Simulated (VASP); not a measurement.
# YbOs3 (Pm-3m) in VASP: further runs

The runs below take YbOs3 through single point, with PBEsol, PBEsol+D4.

Program: VASP 6.6.1. These are calculated values, not measurements. Logs are shortened: lines on timing, memory, paths and dates and some standing lists are left out, and cuts for length are marked.

### Step 1. The cell of the first run

It takes space group Pm-3m (No. 221, cubic). Conventional cell: a = 3.909 Å, b = 3.909 Å, c = 3.909 Å, α = 90.00°, β = 90.00°, γ = 90.00°. Yb (site symmetry m-3m) has 12 Os at 2.76 Å within 3.6 Å. Within 3.6 Å of Os (site symmetry 4/mmm) lie 4 Yb at 2.76 Å and 8 Os at 2.76 Å.

### Step 2. Single point, PBEsol (14.94 Å³/atom)

Contents of INCAR:

```
ALGO = Normal
EDIFF = 1E-6
ENCUT = 520
GGA = PS
ISIF = 2
ISMEAR = 0
LASPH = T
LCHARG = F
LREAL = F
LWAVE = F
NBANDS = 32
NELM = 100
PREC = Accurate
SIGMA = 0.05
```

Contents of KPOINTS:

```
k-points
0
Gamma
  8 8 8
```

Contents of POSCAR:

```
YbOs3
1.0
    3.9093416885      0.0000000000      0.0000000000
    0.0000000000      3.9093416885      0.0000000000
    0.0000000000      0.0000000000      3.9093416885
Yb Os
1 3
Direct
    0.0000000000      0.0000000000      0.0000000000
    0.0000000000      0.5000000000      0.5000000000
    0.5000000000      0.5000000000      0.0000000000
    0.5000000000      0.0000000000      0.5000000000
```

Potentials or basis: VASP PAW PBE potentials, release 64 (Yb, Os).

The run is started by

```console
> cat potpaw_PBE.64/Yb/POTCAR potpaw_PBE.64/Os/POTCAR > POTCAR
> mpirun -np 1 vasp_std > vasp.out
```

OUTCAR:

```text
EDIFF = 1E-6
   ENCUT = 520
   GGA = PS
   ISIF = 2
   ISMEAR = 0
   LASPH = T
   LREAL = F
   NELM = 100
   PREC = Accurate

 ion  position               nearest neighbor table
   1  0.000  0.000  0.000-   2 2.76   3 2.76   4 2.76   2 2.76   4 2.76   2 2.76   3 2.76   2 2.76
                             3 2.76   4 2.76   4 2.76   3 2.76
   2  0.000  0.500  0.500-   1 2.76   3 2.76   4 2.76   1 2.76   3 2.76   1 2.76   4 2.76   1 2.76
                             3 2.76   4 2.76   3 2.76   4 2.76
   3  0.500  0.500  0.000-   1 2.76   2 2.76   4 2.76   2 2.76   4 2.76   1 2.76   4 2.76   4 2.76
                             1 2.76   2 2.76   2 2.76   1 2.76
   4  0.500  0.000  0.500-   1 2.76   2 2.76   3 2.76   1 2.76   3 2.76   2 2.76   3 2.76   3 2.76
                             1 2.76   2 2.76   1 2.76   2 2.76

  LATTYP: Found a simple cubic cell.
 ALAT       =     3.9093416885

  Lattice vectors:

 A1 = (   3.9093416885,   0.0000000000,   0.0000000000)
 A2 = (   0.0000000000,   3.9093416885,   0.0000000000)
 A3 = (   0.0000000000,   0.0000000000,   3.9093416885)

Analysis of symmetry for initial positions (statically):
=====================================================================
 Subroutine PRICEL returns:
 Original cell was already a primitive cell.

 Routine SETGRP: Setting up the symmetry group for a
 simple cubic supercell.

 Subroutine GETGRP returns: Found 48 space group operations
 (whereof 48 operations were pure point group operations)
 out of a pool of 48 trial point group operations.

The static configuration has the point symmetry O_h .

Analysis of symmetry for dynamics (positions and initial velocities):
=====================================================================
 Subroutine PRICEL returns:
 Original cell was already a primitive cell.

 Routine SETGRP: Setting up the symmetry group for a
 simple cubic supercell.

 Subroutine GETGRP returns: Found 48 space group operations
 (whereof 48 operations were pure point group operations)
 out of a pool of 48 trial point group operations.

The dynamic configuration has the point symmetry O_h .

 Subroutine INISYM returns: Found 48 space group operations
 (whereof 48 operations are pure point group operations),
 and found     1 'primitive' translations

----------------------------------------------------------------------------------------

                                     Primitive cell

  volume of cell :      59.7463

  direct lattice vectors                    reciprocal lattice vectors
     3.909341689  0.000000000  0.000000000     0.255797543  0.000000000  0.000000000
     0.000000000  3.909341689  0.000000000     0.000000000  0.255797543  0.000000000
     0.000000000  0.000000000  3.909341689     0.000000000  0.000000000  0.255797543

  length of vectors
     3.909341689  3.909341689  3.909341689     0.255797543  0.255797543  0.255797543

  position of ions in fractional coordinates (direct lattice)
     0.000000000  0.000000000  0.000000000
     0.000000000  0.500000000  0.500000000
     0.500000000  0.500000000  0.000000000
     0.500000000  0.000000000  0.500000000

  ion indices of the primitive-cell ions
   primitive index   ion index
                 1           1
                 2           2
                 3           3
                 4           4

----------------------------------------------------------------------------------------

 KPOINTS: k-points

Automatic generation of k-mesh.
 Grid dimensions read from file:
 generate k-points for:    8    8    8

 Generating k-lattice:

  Cartesian coordinates                     Fractional coordinates (reciprocal lattice)
     0.031974693  0.000000000  0.000000000     0.125000000  0.000000000  0.000000000
     0.000000000  0.031974693  0.000000000     0.000000000  0.125000000  0.000000000
     0.000000000  0.000000000  0.031974693     0.000000000  0.000000000  0.125000000

  Length of vectors
     0.031974693  0.031974693  0.031974693

  Shift w.r.t. Gamma in fractional coordinates (k-lattice)
     0.000000000  0.000000000  0.000000000

 Subroutine IBZKPT returns following result:
 ===========================================

 Found     35 irreducible k-points:

 Following reciprocal coordinates:
            Coordinates               Weight
  0.000000  0.000000  0.000000      1.000000
  0.125000  0.000000  0.000000      6.000000
  0.250000  0.000000  0.000000      6.000000
  0.375000  0.000000  0.000000      6.000000
  0.500000  0.000000  0.000000      3.000000
  0.125000  0.125000  0.000000     12.000000
[... 16 lines left out ...]
  0.375000  0.375000  0.125000     24.000000
  0.500000  0.375000  0.125000     24.000000
 [... further k-points ...]
   k-points           NKPTS =     35   k-points in BZ     NKDIM =     35   number of bands    NBANDS=     32
   number of dos      NEDOS =    301   number of ions     NIONS =      4
   total plane-waves  NPLWV =  27000
   dimension x,y,z NGX =    30 NGY =   30 NGZ =   30
   dimension x,y,z NGXF=    60 NGYF=   60 NGZF=   60
   ions per type =               1   3
   NGX,Y,Z   is equivalent  to a cutoff of  12.76, 12.76, 12.76 a.u.
   NGXF,Y,Z  is equivalent  to a cutoff of  25.52, 25.52, 25.52 a.u.
 SYSTEM =  unknown system
   PREC   = accura    normal or accurate (medium, high low for compatibility)
   ISTART =      0    job   : 0-new  1-cont  2-samecut
   ICHARG =      2    charge: 1-file 2-atom 10-const
   ISPIN  =      1    spin polarized calculation?
   LNONCOLLINEAR =      F non collinear calculations
   LSORBIT =      F    spin-orbit coupling
   LASPH  =      T    aspherical Exc in radial PAW
   ENCUT  =  520.0 eV  38.22 Ry    6.18 a.u.   7.27  7.27  7.27*2*pi/ulx,y,z
   NELM   =    100;   NELMIN=  2; NELMDL= -5     # of ELM steps
   EDIFF  = 0.1E-05   stopping-criterion for ELM
   LREAL  =      F    real-space projection
   EDIFFG = 0.1E-04   stopping-criterion for IOM
   NSW    =      0    number of steps for IOM
   IBRION =     -1    ionic relax: 0-MD 1-quasi-New 2-CG
   NFREE  =      0    steps in history (QN), initial steepest desc. (CG)
   ISIF   =      2    stress and relaxation
   ISYM   =      2    0-nonsym 1-usesym 2-fastsym
   POTIM  = 0.5000    time-step for ionic-motion
   TEBEG  =    0.0;   TEEND  =   0.0 temperature during run
   PSTRESS=    0.0 pullay stress
   NELECT =      48.0000    total number of electrons
   NUPDOWN=      -1.0000    fix difference up-down
   EMIN   =  10.00;   EMAX   =-10.00  energy-range for DOS
   EFERMI =   0.00;   METHOD = LEGACY
   ISMEAR =     0;   SIGMA  =   0.05  broadening in eV -4-tet -1-fermi 0-gaus
   EFERMI_NEDOS =   21; number of points for ismear=-14 and -15
   IALGO  =     38    algorithm
   IMIX   =      4    mixing-type and parameters
     AMIX     =   0.40;   BMIX     =  1.00
     AMIX_MAG =   1.60;   BMIX_MAG =  1.00
  volume/ion in A,a.u.               =      14.94       100.80
  Fermi-wavevector in a.u.,A,eV,Ry     =   1.521896  2.875966 31.513367  2.316167
  Thomas-Fermi vector in A             =   2.630549
   LORBIT       =      0    0 simple, 1 ext, 2 COOP (PROOUT), +10 PAW based schemes
   GGA     = PS    functional components
   LHFCALC =     F    Hartree Fock is set to
   AEXX    =    0.0000 exact exchange contribution
   IVDW    =     0    specifies the selected vdW correction
   LEPSILON=     F    determine dielectric tensor
   LRPA    =     F    only Hartree local field effects (RPA)
 non-spin polarized calculation
 Gauss-broadening in eV      SIGMA  =   0.05
  energy-cutoff  :      520.00
  volume of cell :       59.75
 maximum number of plane-waves:      1640
 NGX is ok and might be reduce to    30
   NGX = 15   NGY = 15   NGZ = 15

 number of electron      47.9999980 magnetization

 Free energy of the ion-electron system (eV)
  ---------------------------------------------------
  ext. energy  EPLUGINS =         0.00000000
  ---------------------------------------------------
  free energy    TOTEN  =       -38.69684563 eV

  energy without entropy =      -38.68911136  energy(sigma->0) =      -38.69297850

 E-fermi :   7.0693     XC(G=0): -13.9283

 val. band max:        7.0553848543   @ k =   0.5000   0.3750   0.2500
 cond. band min:       7.0700495869   @ k =   0.3750   0.1250   0.0000
 fundamental gap:      0.0146647326
 Fermi energy:         7.0692620830

 k-point     1 :       0.0000    0.0000    0.0000
  band No.  band energies     occupation
      1     -43.7736      2.00000
      2     -16.0332      2.00000
      3     -16.0332      2.00000
      4     -16.0332      2.00000
      5      -2.1664      2.00000
      6       0.8363      2.00000
[... 24 lines left out ...]
     31      14.0613      0.00000
     32      14.0613      0.00000

 k-point     2 :       0.1250    0.0000    0.0000
  band No.  band energies     occupation
      1     -43.7724      2.00000
      2     -16.0714      2.00000
      3     -16.0404      2.00000
      4     -16.0404      2.00000
      5      -1.9142      2.00000
      6       0.9967      2.00000
[... 24 lines left out ...]
     31      13.9016      0.00000
     32      14.2237      0.00000

 k-point     3 :       0.2500    0.0000    0.0000
  band No.  band energies     occupation
      1     -43.7695      2.00000
      2     -16.1619      2.00000
      3     -16.0579      2.00000
      4     -16.0579      2.00000
      5      -1.2044      2.00000
      6       1.3549      2.00000
[... 24 lines left out ...]
     31      13.4802      0.00000
     32      13.7866      0.00000

 k-point     4 :       0.3750    0.0000    0.0000
  band No.  band energies     occupation
      1     -43.7667      2.00000
      2     -16.2500      2.00000
      3     -16.0752      2.00000
      4     -16.0752      2.00000
      5      -0.2053      2.00000
      6       1.6213      2.00000
[... 654 lines left out ...]
     31      12.1538      0.00000
     32      13.0321      0.00000

 k-point    23 :       0.3750    0.3750    0.1250
  band No.  band energies     occupation
      1     -43.7637      2.00000
      2     -16.2084      2.00000
      3     -16.1730      2.00000
      4     -16.1128      2.00000
      5       1.0385      2.00000
      6       2.3433      2.00000
[... 24 lines left out ...]
     31      12.3691      0.00000
     32      12.4884      0.00000

 k-point    24 :       0.5000    0.3750    0.1250
  band No.  band energies     occupation
      1     -43.7633      2.00000
      2     -16.2062      2.00000
      3     -16.1828      2.00000
      4     -16.1178      2.00000
      5       1.4780      2.00000
      6       1.9702      2.00000
[... 24 lines left out ...]
     31      12.2204      0.00000
     32      12.4701      0.00000

 [... further k-points ...]

------------------------ aborting loop because EDIFF is reached ----------------------------------------

  FORCE on cell =-STRESS in cart. coord.  units (eV):
  Direction    XX          YY          ZZ          XY          YZ          ZX
  --------------------------------------------------------------------------------------
  -------------------------------------------------------------------------------------
  Total        4.7182133      4.7182133      4.7182133     -0.0000000      0.0000000     -0.0000000
  in kB      126.5252672    126.5252672    126.5252672     -0.0000000      0.0000000     -0.0000000
  external PRESSURE =     126.5252672 kB  Pullay stress =       0.0000000 kB

 VOLUME and BASIS-vectors are now :
 -----------------------------------------------------------------------------
  energy-cutoff  :      520.00
  volume of cell :       59.75
      direct lattice vectors                 reciprocal lattice vectors
     3.909341689  0.000000000  0.000000000     0.255797543  0.000000000  0.000000000
     0.000000000  3.909341689  0.000000000     0.000000000  0.255797543  0.000000000
     0.000000000  0.000000000  3.909341689     0.000000000  0.000000000  0.255797543

 POSITION                                       TOTAL-FORCE (eV/Angst)
 -----------------------------------------------------------------------------------
      0.00000      0.00000      0.00000         0.000000      0.000000      0.000000
      0.00000      1.95467      1.95467         0.000000      0.000000      0.000000
      1.95467      1.95467      0.00000         0.000000      0.000000      0.000000
      1.95467      0.00000      1.95467         0.000000      0.000000      0.000000
 -----------------------------------------------------------------------------------
    total drift:                                0.000000      0.000000     -0.000000

  FREE ENERGIE OF THE ION-ELECTRON SYSTEM (eV)
  ---------------------------------------------------
  free  energy   TOTEN  =       -38.6968456307 eV

  energy  without entropy=      -38.6891113600  energy(sigma->0) =      -38.69297850
```

It took 73 s on 1 thread of Intel Xeon 6975P-C (Granite Rapids), shared host; peak memory 0.22 GiB.

What came out:

| Item | Value |
| --- | --- |
| Free energy | -38.6968 eV |
| Pressure | 12.7 GPa |
| Band gap on the k mesh | zero (bands 24 and 25 overlap by 3.02 eV) |

Caveat: the cell stands under pressure; the PAW data sets were made with another functional, which shifts forces and pressure a little; spin-orbit coupling is left out, which moves the levels of the heavy elements. Spin polarisation is off, so any magnetic state and its effect on volume and gap are missing.

### Step 3. Single point, PBEsol+D4

This run uses another cell than the first one, of 15.56 Å³/atom.

Contents of INCAR:

```
SYSTEM = YbOs3
PREC     = Accurate       ! precision mode
ENCUT    = 520            ! plane-wave cutoff, eV
EDIFF    = 1E-6           ! SCF threshold, eV
ISMEAR   = 0              ! smearing method
SIGMA    = 0.05           ! smearing width, eV
LREAL    = .FALSE.        ! projectors in reciprocal space
LASPH    = .TRUE.         ! aspherical terms in the spheres
NELM     = 100            ! most SCF steps
ALGO     = Normal         ! electronic algorithm
ISIF     = 2              ! what is computed and relaxed
LWAVE    = .FALSE.        ! write WAVECAR
LCHARG   = .FALSE.        ! write CHGCAR
GGA      = PS             ! functional
IVDW     = 13             ! dispersion correction
NBANDS   = 32             ! bands
```

Contents of KPOINTS:

```
regular mesh
0
G
  8 8 8
  0 0 0
```

Contents of POSCAR:

```
YbOs3
1.0
    3.9629009699      0.0000000000      0.0000000000
    0.0000000000      3.9629009699      0.0000000000
    0.0000000000      0.0000000000      3.9629009699
Yb Os
1 3
Direct
    0.0000000000      0.0000000000      0.0000000000
    0.0000000000      0.5000000000      0.5000000000
    0.5000000000      0.5000000000      0.0000000000
    0.5000000000      0.0000000000      0.5000000000
```

Potentials or basis: VASP PAW PBE potentials, release 64 (Yb, Os).

The run is started by

```console
> cat potpaw_PBE.64/Yb/POTCAR potpaw_PBE.64/Os/POTCAR > POTCAR
> mpirun -np 1 vasp_std > vasp.out
```

It took 88 s on 1 thread of Intel Xeon 6975P-C (Granite Rapids), shared host; peak memory 0.23 GiB.

It converged, with:

* Free energy: -40.2142 eV
* Pressure: -2.9 GPa
* Band gap on the k mesh: zero (bands 24 and 25 overlap by 2.83 eV)
* Dispersion energy per atom: -0.354 eV

Levels at points of the mesh, in eV from the Fermi level:
```tsv
k point	band 20	band 21	band 22	band 23	band 24	band 25	band 26	band 27	band 28	band 29
(0.00, 0.00, 0.00)	-0.85	-0.85	0.92	0.92	2.39	3.00	3.00	3.00	3.68	3.68
(0.50, 0.00, 0.00)	-0.75	-0.71	-0.71	-0.40	0.10	0.15	0.15	1.31	3.00	3.72
(0.50, 0.50, 0.00)	-0.74	-0.71	-0.71	-0.70	-0.48	-0.35	-0.35	0.16	0.70	4.37
(0.50, 0.50, 0.50)	-0.86	-0.86	-0.58	-0.58	0.15	1.92	1.92	1.92	2.42	2.42
```

Caveat: the PAW data sets were made with another functional, which shifts forces and pressure a little; spin-orbit coupling is left out, which moves the levels of the heavy elements. Spin polarisation is off, so any magnetic state and its effect on volume and gap are missing.

### Step 4. Single point, PBEsol (15.87 Å³/atom)

This run uses another cell than the first one, of 15.87 Å³/atom.

Contents of INCAR:

```
PREC = Accurate ; ENCUT = 520
EDIFF = 1E-6 ; ISMEAR = 0
SIGMA = 0.05 ; LREAL = False
LASPH = True ; NELM = 60
ALGO = Normal ; ISIF = 2
LWAVE = False ; LCHARG = False
GGA = PS ; NBANDS = 32
```

Contents of KPOINTS:

```
regular mesh
0
Gamma
  8 8 8
```

Contents of POSCAR:

```
YbOs3
1.0
    3.9891461120      0.0000000000      0.0000000000
    0.0000000000      3.9891461120      0.0000000000
    0.0000000000      0.0000000000      3.9891461120
Yb Os
1 3
Direct
    0.0000000000      0.0000000000      0.0000000000
    0.0000000000      0.5000000000      0.5000000000
    0.5000000000      0.5000000000      0.0000000000
    0.5000000000      0.0000000000      0.5000000000
```

The run is started by

```console
> cat potpaw_PBE.64/Yb/POTCAR potpaw_PBE.64/Os/POTCAR > POTCAR
> mpirun -np 1 vasp_std > vasp.out
```

Run time: 2.9 min. Hardware: 1 thread of Intel Xeon 6975P-C (Granite Rapids), shared host; peak memory 0.23 GiB.

It converged, with:

```
Free energy            : -38.7849 eV
Pressure               : -4.7 GPa
Band gap on the k mesh : zero (bands 24 and 25 overlap by 2.74 eV)
```

Levels at points of the mesh, in eV from the Fermi level:
| k point | band 22 | band 23 | band 24 | band 25 | band 26 | band 27 |
| --- | --- | --- | --- | --- | --- | --- |
| (0.00, 0.00, 0.00) | 0.89 | 0.89 | 2.31 | 2.90 | 2.90 | 2.90 |
| (0.50, 0.00, 0.00) | -0.69 | -0.40 | 0.09 | 0.14 | 0.14 | 1.27 |
| (0.50, 0.50, 0.00) | -0.70 | -0.68 | -0.44 | -0.35 | -0.35 | 0.15 |
| (0.50, 0.50, 0.50) | -0.56 | -0.56 | 0.15 | 1.85 | 1.85 | 1.85 |

Caveat: the cell stands under tension; the PAW data sets were made with another functional, which shifts forces and pressure a little; spin-orbit coupling is left out, which moves the levels of the heavy elements. Spin polarisation is off, so any magnetic state and its effect on volume and gap are missing.

(Part 1 of 2 ends here.)
